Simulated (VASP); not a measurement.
# F (Fd-3m) in VASP: density of states with PBE

Aim: the density of states of F with PBE.

Program: VASP 6.6.1. These are calculated values, not measurements. Logs are shortened: lines on timing, memory, paths and dates and some standing lists are left out, and cuts for length are marked.

### 1 The cell of the first run

It takes space group Fd-3m (No. 227, cubic). Conventional cell: a = 3.736 Å, b = 3.736 Å, c = 3.736 Å, α = 90.00°, β = 90.00°, γ = 90.00°. F (site symmetry -43m) has 4 F at 1.62 Å within 2.2 Å.

### 2 Density of states, PBE (volume scaled by 0.45)

POSCAR reads:

```
F
1.0
    0.0000000000      1.8677606485      1.8677606485
    1.8677606485      0.0000000000      1.8677606485
    1.8677606485      1.8677606485      0.0000000000
F
2
Direct
   -0.1250000000     -0.1250000000     -0.1250000000
    0.1250000000      0.1250000000      0.1250000000
```

INCAR.step1 reads:

```
PREC = Accurate ; ENCUT = 520
EDIFF = 1E-6 ; ISMEAR = -1
SIGMA = 0.05 ; LREAL = F
LASPH = T ; NELM = 60
ALGO = Normal ; ISIF = 2
LWAVE = F ; LCHARG = T
GGA = PE ; NBANDS = 14
```

KPOINTS.step1 reads:

```
Automatic mesh
0
Gamma
  13 13 13
```

INCAR.step2 reads:

```
PREC = Accurate ; ENCUT = 520
EDIFF = 1E-6 ; ISMEAR = -5
SIGMA = 0.05 ; LREAL = F
LASPH = T ; NELM = 60
ALGO = Normal ; ISIF = 2
LWAVE = F ; LCHARG = F
GGA = PE ; LORBIT = 11
NEDOS = 1001 ; ICHARG = 11
```

KPOINTS.step2 reads:

```
Automatic mesh
0
Gamma
  20 20 20
```

Potentials or basis: VASP PAW PBE potentials, release 64 (F).

The run is started by

```sh
cat potpaw_PBE.64/F/POTCAR > POTCAR
cp INCAR.step1 INCAR
cp KPOINTS.step1 KPOINTS
mpirun -np 1 vasp_std > vasp.out
cp INCAR.step2 INCAR
cp KPOINTS.step2 KPOINTS
mpirun -np 1 vasp_std > vasp.out
```

OUTCAR:

```text
PREC = Accurate
   ENCUT = 520
   EDIFF = 1E-6
   ISMEAR = -5
   LREAL = F
   LASPH = T
   NELM = 60
   ISIF = 2
   GGA = PE
   LORBIT = 11
   ICHARG = 11

 ion  position               nearest neighbor table
   1  0.875  0.875  0.875-   2 1.62   2 1.62   2 1.62   2 1.62
   2  0.125  0.125  0.125-   1 1.62   1 1.62   1 1.62   1 1.62

  LATTYP: Found a face centered cubic cell.
 ALAT       =     3.7355212970

  Lattice vectors:

 A1 = (   0.0000000000,   1.8677606485,   1.8677606485)
 A2 = (   1.8677606485,   0.0000000000,   1.8677606485)
 A3 = (   1.8677606485,   1.8677606485,   0.0000000000)

Analysis of symmetry for initial positions (statically):
=====================================================================
 Subroutine PRICEL returns:
 Original cell was already a primitive cell.

 Routine SETGRP: Setting up the symmetry group for a
 face centered cubic supercell.

 Subroutine GETGRP returns: Found 48 space group operations
 (whereof 12 operations were pure point group operations)
 out of a pool of 48 trial point group operations.

The static configuration has the point symmetry D_3d.
 The point group associated with its full space group is O_h .

Analysis of symmetry for dynamics (positions and initial velocities):
=====================================================================
 Subroutine PRICEL returns:
 Original cell was already a primitive cell.

 Routine SETGRP: Setting up the symmetry group for a
 face centered cubic supercell.

 Subroutine GETGRP returns: Found 48 space group operations
 (whereof 12 operations were pure point group operations)
 out of a pool of 48 trial point group operations.

The dynamic configuration has the point symmetry D_3d.
 The point group associated with its full space group is O_h .

 Subroutine INISYM returns: Found 48 space group operations
 (whereof 12 operations are pure point group operations),
 and found     1 'primitive' translations

----------------------------------------------------------------------------------------

                                     Primitive cell

  volume of cell :      13.0315

  direct lattice vectors                    reciprocal lattice vectors
     0.000000000  1.867760649  1.867760649    -0.267700254  0.267700254  0.267700254
     1.867760649  0.000000000  1.867760649     0.267700254 -0.267700254  0.267700254
     1.867760649  1.867760649  0.000000000     0.267700254  0.267700254 -0.267700254
[... 100 lines left out ...]
   EFERMI =   0.00;   METHOD = LEGACY
   ISMEAR =    -5;   SIGMA  =   0.05  broadening in eV -4-tet -1-fermi 0-gaus
   EFERMI_NEDOS =   21; number of points for ismear=-14 and -15
   IALGO  =     38    algorithm
   IMIX   =      4    mixing-type and parameters
     AMIX     =   0.40;   BMIX     =  1.00
     AMIX_MAG =   1.60;   BMIX_MAG =  1.00
  volume/ion in A,a.u.               =       6.52        43.97
  Fermi-wavevector in a.u.,A,eV,Ry     =   1.676691  3.168486 38.249946  2.811292
  Thomas-Fermi vector in A             =   2.761089
   LORBIT       =     11    0 simple, 1 ext, 2 COOP (PROOUT), +10 PAW based schemes
   GGA     = PE    functional components
   LHFCALC =     F    Hartree Fock is set to
   AEXX    =    0.0000 exact exchange contribution
   IVDW    =     0    specifies the selected vdW correction
   LEPSILON=     F    determine dielectric tensor
   LRPA    =     F    only Hartree local field effects (RPA)
 non-spin polarized calculation
 Fermi weights with tetrahedron method with Bloechl corrections
  energy-cutoff  :      520.00
  volume of cell :       13.03
 maximum number of plane-waves:       360

 number of electron      14.0000022 magnetization

 Free energy of the ion-electron system (eV)
  ---------------------------------------------------
  ext. energy  EPLUGINS =         0.00000000
  ---------------------------------------------------
  free energy    TOTEN  =         3.25039803 eV

  energy without entropy =        3.25039803  energy(sigma->0) =        3.25039803

 E-fermi :   4.7987     XC(G=0): -12.3319

 val. band max:        4.7837912197   @ k =  -0.4000   0.3000   0.1000
 cond. band min:       4.7953242960   @ k =   0.4500   0.3000   0.1500
 fundamental gap:      0.0115330763
 Fermi energy:         4.7986902274

 k-point     1 :       0.0000    0.0000    0.0000
  band No.  band energies     occupation
      1     -25.6193      2.00000
      2     -13.3073      2.00000
      3      -2.3184      2.00000
      4      -2.3184      2.00000
      5      -2.3184      2.00000
      6       2.1159      2.00000
      7       2.1159      2.00000
      8       2.1159      2.00000
      9      15.7726      0.00000
     10      34.0713      0.00000
     11      34.0715      0.00000
[... 309 lines left out ...]
 k-point    24 :      -0.3500    0.0500    0.0000
  band No.  band energies     occupation
      1     -23.5911      2.00000
      2     -16.9232      2.00000
      3      -4.2814      2.00000
      4      -3.4701      2.00000
      5      -3.0063      2.00000
      6       3.4756      2.00000
      7       3.5288      2.00000
      8       4.5183      2.05808
      9      19.3230      0.00000
     10      25.3268      0.00000
     11      29.1220      0.00000

 [... further k-points ...]

------------------------ aborting loop because EDIFF is reached ----------------------------------------

  FORCE on cell =-STRESS in cart. coord.  units (eV):
  Direction    XX          YY          ZZ          XY          YZ          ZX
  --------------------------------------------------------------------------------------
  -------------------------------------------------------------------------------------
  Total       17.7853291     17.7853291     17.7853291      0.0000000      0.0000000     -0.0000000
  in kB     2186.6477547   2186.6477547   2186.6477547      0.0000000      0.0000000     -0.0000000
  external PRESSURE =    2186.6477547 kB  Pullay stress =       0.0000000 kB

 VOLUME and BASIS-vectors are now :
 -----------------------------------------------------------------------------
  energy-cutoff  :      520.00
  volume of cell :       13.03
      direct lattice vectors                 reciprocal lattice vectors
     0.000000000  1.867760649  1.867760649    -0.267700254  0.267700254  0.267700254
     1.867760649  0.000000000  1.867760649     0.267700254 -0.267700254  0.267700254
     1.867760649  1.867760649  0.000000000     0.267700254  0.267700254 -0.267700254

 POSITION                                       TOTAL-FORCE (eV/Angst)
 -----------------------------------------------------------------------------------
      3.26858      3.26858      3.26858         0.000000     -0.000000     -0.000000
      0.46694      0.46694      0.46694        -0.000000      0.000000      0.000000
 -----------------------------------------------------------------------------------
    total drift:                                0.000000      0.000000     -0.000000

  FREE ENERGIE OF THE ION-ELECTRON SYSTEM (eV)
  ---------------------------------------------------
  free  energy   TOTEN  =         3.2503980287 eV

  energy  without entropy=        3.2503980287  energy(sigma->0) =        3.25039803

 total charge

# of ion       s       p       d       tot
------------------------------------------
    1        1.836   4.156   0.000   5.991
    2        1.836   4.156   0.000   5.991
--------------------------------------------------
tot          3.671   8.311   0.000  11.982
```

OUTCAR.step1:

```text
PREC = Accurate
   ENCUT = 520
   EDIFF = 1E-6
   ISMEAR = -1
   LREAL = F
[... 631 lines left out ...]
      3.26858      3.26858      3.26858        -0.000000     -0.000000      0.000000
      0.46694      0.46694      0.46694         0.000000      0.000000     -0.000000
 -----------------------------------------------------------------------------------
    total drift:                                0.000000      0.000000     -0.000000

  FREE ENERGIE OF THE ION-ELECTRON SYSTEM (eV)
  ---------------------------------------------------
  free  energy   TOTEN  =         3.2428323645 eV

  energy  without entropy=        3.2594685774  energy(sigma->0) =        3.25115047
```

Wall time 12 s (1 thread of Intel Xeon 6975P-C (Granite Rapids), shared host); peak memory 0.13 GiB.

What came out:

```yaml
Valence_electrons_inside_the_program's_atomic_spheres: F 5.99
```

Caveat: tetrahedron occupations give inexact forces and stress in metals.
